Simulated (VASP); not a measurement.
# TaTi3 (Pm-3m) in VASP: single point with LDA

Aim: the single point of TaTi3 with LDA.

Everything below comes from runs of VASP 6.6.1. Logs are shortened: lines on timing, memory, paths and dates and some standing lists are left out, and cuts for length are marked.

**1. The cell of the first run**

The structure is cubic, space group Pm-3m (No. 221). Conventional cell: a = 4.133 Å, b = 4.133 Å, c = 4.133 Å, α = 90.00°, β = 90.00°, γ = 90.00°. Within 3.8 Å of Ti (site symmetry 4/mmm) lie 8 Ti at 2.92 Å and 4 Ta at 2.92 Å. Within 3.8 Å of Ta (site symmetry m-3m) lie 12 Ti at 2.92 Å.

**2. Single point, LDA**

INCAR reads:

```
PREC = Accurate
ENCUT = 520
EDIFF = 1E-6
ISMEAR = 1
SIGMA = 0.1
LREAL = F
LASPH = T
NELM = 100
ALGO = Normal
ISIF = 2
LWAVE = F
LCHARG = F
NBANDS = 32
```

KPOINTS reads:

```
Automatic mesh
0
Gamma
  6 6 6
```

POSCAR reads:

```
TaTi3
1.0
    4.1330540000      0.0000000000      0.0000000000
    0.0000000000      4.1330540000      0.0000000000
    0.0000000000      0.0000000000      4.1330540000
Ti Ta
3 1
Direct
    0.0000000000      0.5000000000      0.5000000000
    0.5000000000      0.0000000000      0.5000000000
    0.5000000000      0.5000000000      0.0000000000
    0.0000000000      0.0000000000      0.0000000000
```

Potentials or basis: VASP PAW LDA potentials, release 64 (Ti_sv, Ta_pv).

Started as:

```sh
> cat potpaw_LDA.64/Ti_sv/POTCAR potpaw_LDA.64/Ta_pv/POTCAR > POTCAR
> mpirun -np 1 vasp_std > vasp.out
```

OUTCAR:

```text
PREC = Accurate
   ENCUT = 520
   EDIFF = 1E-6
   ISMEAR = 1
   LREAL = F
   LASPH = T
   NELM = 100
   ISIF = 2

 ion  position               nearest neighbor table
   1  0.000  0.500  0.500-   4 2.92   4 2.92   4 2.92   4 2.92
   2  0.500  0.000  0.500-   4 2.92   4 2.92   4 2.92   4 2.92
   3  0.500  0.500  0.000-   4 2.92   4 2.92   4 2.92   4 2.92
   4  0.000  0.000  0.000-   1 2.92   2 2.92   3 2.92   1 2.92   2 2.92   1 2.92   3 2.92   1 2.92
                             2 2.92   3 2.92   2 2.92   3 2.92

  LATTYP: Found a simple cubic cell.
 ALAT       =     4.1330540000

  Lattice vectors:

 A1 = (   4.1330540000,   0.0000000000,   0.0000000000)
 A2 = (   0.0000000000,   4.1330540000,   0.0000000000)
 A3 = (   0.0000000000,   0.0000000000,   4.1330540000)

Analysis of symmetry for initial positions (statically):
=====================================================================
 Subroutine PRICEL returns:
 Original cell was already a primitive cell.

 Routine SETGRP: Setting up the symmetry group for a
 simple cubic supercell.

 Subroutine GETGRP returns: Found 48 space group operations
 (whereof 48 operations were pure point group operations)
 out of a pool of 48 trial point group operations.

The static configuration has the point symmetry O_h .

Analysis of symmetry for dynamics (positions and initial velocities):
=====================================================================
 Subroutine PRICEL returns:
 Original cell was already a primitive cell.

 Routine SETGRP: Setting up the symmetry group for a
 simple cubic supercell.

 Subroutine GETGRP returns: Found 48 space group operations
 (whereof 48 operations were pure point group operations)
 out of a pool of 48 trial point group operations.

The dynamic configuration has the point symmetry O_h .

 Subroutine INISYM returns: Found 48 space group operations
 (whereof 48 operations are pure point group operations),
 and found     1 'primitive' translations

----------------------------------------------------------------------------------------

                                     Primitive cell
[... 83 lines left out ...]
   ICHARG =      2    charge: 1-file 2-atom 10-const
   ISPIN  =      1    spin polarized calculation?
   LNONCOLLINEAR =      F non collinear calculations
   LSORBIT =      F    spin-orbit coupling
   LASPH  =      T    aspherical Exc in radial PAW
   ENCUT  =  520.0 eV  38.22 Ry    6.18 a.u.   7.68  7.68  7.68*2*pi/ulx,y,z
   NELM   =    100;   NELMIN=  2; NELMDL= -5     # of ELM steps
   EDIFF  = 0.1E-05   stopping-criterion for ELM
   LREAL  =      F    real-space projection
   EDIFFG = 0.1E-04   stopping-criterion for IOM
   NSW    =      0    number of steps for IOM
   IBRION =     -1    ionic relax: 0-MD 1-quasi-New 2-CG
   NFREE  =      0    steps in history (QN), initial steepest desc. (CG)
   ISIF   =      2    stress and relaxation
   ISYM   =      2    0-nonsym 1-usesym 2-fastsym
   POTIM  = 0.5000    time-step for ionic-motion
   TEBEG  =    0.0;   TEEND  =   0.0 temperature during run
   PSTRESS=    0.0 pullay stress
   NELECT =      47.0000    total number of electrons
   NUPDOWN=      -1.0000    fix difference up-down
   EMIN   =  10.00;   EMAX   =-10.00  energy-range for DOS
   EFERMI =   0.00;   METHOD = LEGACY
   ISMEAR =     1;   SIGMA  =   0.10  broadening in eV -4-tet -1-fermi 0-gaus
   EFERMI_NEDOS =   21; number of points for ismear=-14 and -15
   IALGO  =     38    algorithm
   IMIX   =      4    mixing-type and parameters
     AMIX     =   0.40;   BMIX     =  1.00
     AMIX_MAG =   1.60;   BMIX_MAG =  1.00
  volume/ion in A,a.u.               =      17.65       119.11
  Fermi-wavevector in a.u.,A,eV,Ry     =   1.429452  2.701273 27.801250  2.043334
  Thomas-Fermi vector in A             =   2.549404
   LORBIT       =      0    0 simple, 1 ext, 2 COOP (PROOUT), +10 PAW based schemes
   GGA     = CA    functional components
   LHFCALC =     F    Hartree Fock is set to
   AEXX    =    0.0000 exact exchange contribution
   IVDW    =     0    specifies the selected vdW correction
   LEPSILON=     F    determine dielectric tensor
   LRPA    =     F    only Hartree local field effects (RPA)
 non-spin polarized calculation
 Methfessel and Paxton  Order N= 1 SIGMA  =   0.10
  energy-cutoff  :      520.00
  volume of cell :       70.60
 maximum number of plane-waves:      1935
 NGX is ok and might be reduce to    32
   NGX = 15   NGY = 15   NGZ = 15

 number of electron      47.0000007 magnetization

 Free energy of the ion-electron system (eV)
  ---------------------------------------------------
  ext. energy  EPLUGINS =         0.00000000
  ---------------------------------------------------
  free energy    TOTEN  =       -37.95907372 eV

  energy without entropy =      -37.96862595  energy(sigma->0) =      -37.96225780

 E-fermi :   7.3676     XC(G=0): -12.0244

 val. band max:        7.3366052868   @ k =   0.3333   0.3333   0.1667
 cond. band min:       7.4393272145   @ k =   0.3333   0.3333   0.0000
 fundamental gap:      0.1027219277
 Fermi energy:         7.3676247714

 k-point     1 :       0.0000    0.0000    0.0000
  band No.  band energies     occupation
      1     -48.6902      2.00000
      2     -48.5695      2.00000
      3     -48.5695      2.00000
      4     -26.5326      2.00000
      5     -26.5326      2.00000
      6     -26.5326      2.00000
[... 689 lines left out ...]
     31       8.1565     -0.00000
     32      10.7850      0.00000

------------------------ aborting loop because EDIFF is reached ----------------------------------------

  FORCE on cell =-STRESS in cart. coord.  units (eV):
  Direction    XX          YY          ZZ          XY          YZ          ZX
  --------------------------------------------------------------------------------------
  -------------------------------------------------------------------------------------
  Total       -4.2751167     -4.2751167     -4.2751167     -0.0000000     -0.0000000     -0.0000000
  in kB      -97.0164375    -97.0164375    -97.0164375     -0.0000000     -0.0000000     -0.0000000
  external PRESSURE =     -97.0164375 kB  Pullay stress =       0.0000000 kB

 VOLUME and BASIS-vectors are now :
 -----------------------------------------------------------------------------
  energy-cutoff  :      520.00
  volume of cell :       70.60
      direct lattice vectors                 reciprocal lattice vectors
     4.133054000  0.000000000  0.000000000     0.241951835  0.000000000  0.000000000
     0.000000000  4.133054000  0.000000000     0.000000000  0.241951835  0.000000000
     0.000000000  0.000000000  4.133054000     0.000000000  0.000000000  0.241951835

 POSITION                                       TOTAL-FORCE (eV/Angst)
 -----------------------------------------------------------------------------------
      0.00000      2.06653      2.06653         0.000000      0.000000      0.000000
      2.06653      0.00000      2.06653         0.000000      0.000000      0.000000
      2.06653      2.06653      0.00000         0.000000      0.000000      0.000000
      0.00000      0.00000      0.00000         0.000000      0.000000      0.000000
 -----------------------------------------------------------------------------------
    total drift:                                0.000000     -0.000000     -0.000000

  FREE ENERGIE OF THE ION-ELECTRON SYSTEM (eV)
  ---------------------------------------------------
  free  energy   TOTEN  =       -37.9590737228 eV

  energy  without entropy=      -37.9686259459  energy(sigma->0) =      -37.96225780
```

stdout:

```text
POSCAR found type information on POSCAR TiTa
 POSCAR found :  2 types and       4 ions
 scaLAPACK will be used
 LDA part: xc-table for (Slater(with rela. corr.)+CA(PZ))
 , standard interpolation
 POSCAR, INCAR and KPOINTS ok, starting setup
 FFT: planning ... GRIDC
 FFT: planning ... GRID_SOFT
 FFT: planning ... GRID
 WAVECAR not read
 entering main loop
```

Run time: 17 s. Hardware: 1 thread of Intel Xeon 6975P-C (Granite Rapids), shared host; peak memory 0.17 GiB.

What came out:

| Property | Result |
| --- | --- |
| Free energy | -37.9591 eV |
| Pressure | -9.7 GPa |

Caveat: spin-orbit coupling is left out, which moves the levels of the heavy elements.
